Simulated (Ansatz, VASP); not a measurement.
**Zr3TiGe8: VASP beside Ansatz**

```xyz
12
Lattice="4.4726 -4.5661 0.0000 4.4726 4.5661 0.0000 0.0000 0.0000 5.2379" Properties=species:S:1:pos:R:3 pbc="T T T"
Zr    0.0000    0.0000    0.0000
Zr    2.2363   -2.2830    1.3033
Zr    2.2363    2.2830    3.9347
Ti    4.4726    0.0000    2.6190
Ge    7.4531    0.0000    2.6190
Ge    3.0328    0.0000    0.0000
Ge    1.4921    0.0000    2.6190
Ge    5.9124    0.0000    0.0000
Ge    3.7124   -2.2359    3.9025
Ge    3.7124    2.2359    1.3354
Ge    5.2327    2.2359    3.9025
Ge    5.2327   -2.2359    1.3354
```

Alike in both runs: functional PBE; k mesh 6 × 6 × 8; occupations gaussian, width 0.1 eV; no spin polarisation.

Ansatz relaxed the structure, and its values are those at the end. VASP's run is a single point on that final structure, the one shown.

|  | VASP | Ansatz |
| --- | --- | --- |
| version | VASP 6.6.1 | Ansatz 0.2.0 |
| potentials or method | VASP PAW PBE potentials, release 64 (Zr_sv, Ti_sv, Ge_d), cutoff 520 eV | scalar-relativistic, plane waves, PAW |
| valence electrons in the cell | 160 | 160 |

|  | VASP | Ansatz | Ansatz less VASP |
| --- | --- | --- | --- |
| gap on the k mesh at the Fermi level (eV) | none | none | - |
| pressure (GPa) | 0.1 | 0.0 | -0.10 |

A gap of «none» marks a metal or a gap that the smearing closes. With one functional, cell and mesh, what is left measures potentials, basis and numerics.
